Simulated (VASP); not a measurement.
A run of VASP 6.6.1:

POSCAR

```
MoS2
1.0
    3.0928369252      0.0000000000      0.0000000000
   -1.5464184626      2.6784753470      0.0000000000
    0.0000000000      0.0000000000     11.4042628771
Mo S
2 4
Direct
    0.3333333333      0.6666666667      0.2500000000
    0.6666666667      0.3333333333      0.7500000000
    0.3333333333      0.6666666667      0.6133927850
    0.6666666667      0.3333333333      0.1133927850
    0.3333333333      0.6666666667      0.8866072150
    0.6666666667      0.3333333333      0.3866072150
```

Contents of INCAR.step1:

```
SYSTEM = MoS2
PREC     = Accurate       ! precision mode
ENCUT    = 520            ! plane-wave cutoff, eV
ISMEAR   = 0              ! smearing method
SIGMA    = 0.02           ! smearing width, eV
LREAL    = .False.        ! projectors in reciprocal space
LASPH    = .True.         ! aspherical terms in the spheres
NELM     = 60             ! most SCF steps
NBANDS   = 35             ! bands
GGA      = PE             ! functional
ALGO     = Normal         ! electronic algorithm
EDIFF    = 1E-4           ! SCF threshold, eV
LWAVE    = .True.         ! write WAVECAR
LCHARG   = .False.        ! write CHGCAR
```

Contents of INCAR.step2:

```
SYSTEM = MoS2
PREC     = Accurate       ! precision mode
ENCUT    = 520            ! plane-wave cutoff, eV
EDIFF    = 1E-6           ! SCF threshold, eV
ISMEAR   = 0              ! smearing method
SIGMA    = 0.02           ! smearing width, eV
LREAL    = .False.        ! projectors in reciprocal space
LASPH    = .True.         ! aspherical terms in the spheres
NELM     = 60             ! most SCF steps
ALGO     = Normal         ! electronic algorithm
ISIF     = 2              ! what is computed and relaxed
LWAVE    = .False.        ! write WAVECAR
LCHARG   = .True.         ! write CHGCAR
METAGGA  = R2SCAN         ! meta-GGA
LMIXTAU  = .True.       
IVDW     = 12             ! dispersion correction
VDW_S6   = 1.0          
VDW_S8   = 0.78981345   
VDW_A1   = 0.49484001   
VDW_A2   = 5.73083694   
LELF     = .True.         ! ELF
LVHAR    = .True.       
NBANDS   = 35             ! bands
ISTART   = 1
```

KPOINTS

```
regular mesh
0
Gamma
  12 12 4
  0 0 0
```

Potentials or basis: VASP PAW PBE potentials, release 64 (Mo_sv, S).

The run is started by

```console
$ cat potpaw_PBE.64/Mo_sv/POTCAR potpaw_PBE.64/S/POTCAR > POTCAR
$ cp INCAR.step1 INCAR
$ mpirun -np 1 vasp_std > vasp.out
$ cp INCAR.step2 INCAR
$ mpirun -np 1 vasp_std > vasp.out
```

Hardware: 1 thread of Intel Xeon 8259CL (shared host).

**Question.** Estimate the wall time of this run.

**Answer.** It took 13 min on 1 thread of Intel Xeon 8259CL, with other jobs on the host, peak memory 0.33 GiB. Counts: k points 57.
